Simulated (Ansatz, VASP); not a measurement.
# Sc2Al: VASP beside Ansatz

```xyz
6
Lattice="4.8926 0.0000 0.0000 -2.4463 4.2371 0.0000 0.0000 0.0000 6.1614" Properties=species:S:1:pos:R:3 pbc="T T T"
Sc    0.0000    0.0000    0.0000
Sc    0.0000    0.0000    3.0807
Sc    0.0000    2.8248    4.6211
Sc    2.4463    1.4124    1.5404
Al    0.0000    2.8248    1.5404
Al    2.4463    1.4124    4.6211
```

Alike in both runs: task single point; functional r2SCAN; k mesh 6 × 6 × 4; occupations gaussian, width 0.1 eV; no spin polarisation.

|  | VASP | Ansatz |
| --- | --- | --- |
| version | VASP 6.6.1 | Ansatz 0.2.0 |
| potentials or method | VASP PAW PBE potentials, release 64 (Sc_sv, Al), cutoff 520 eV | scalar-relativistic, plane waves, PAW |
| valence electrons in the cell | 50 | 50 |

VASP gave:

- gap on the k mesh at the Fermi level (eV): none
- pressure (GPa): 0.0
- traceless stress, the component that is largest in VASP (GPa): -0.13

Question: Estimate Ansatz's values.

Answer: gap on the k mesh at the Fermi level (eV): none; pressure (GPa): -0.1; traceless stress, the component that is largest in VASP (GPa): -0.11.

VASP's potentials were made for PBE, not for r2SCAN. A gap of «none» marks a metal or a gap that the smearing closes. With one functional, cell and mesh, what is left measures potentials, basis and numerics.
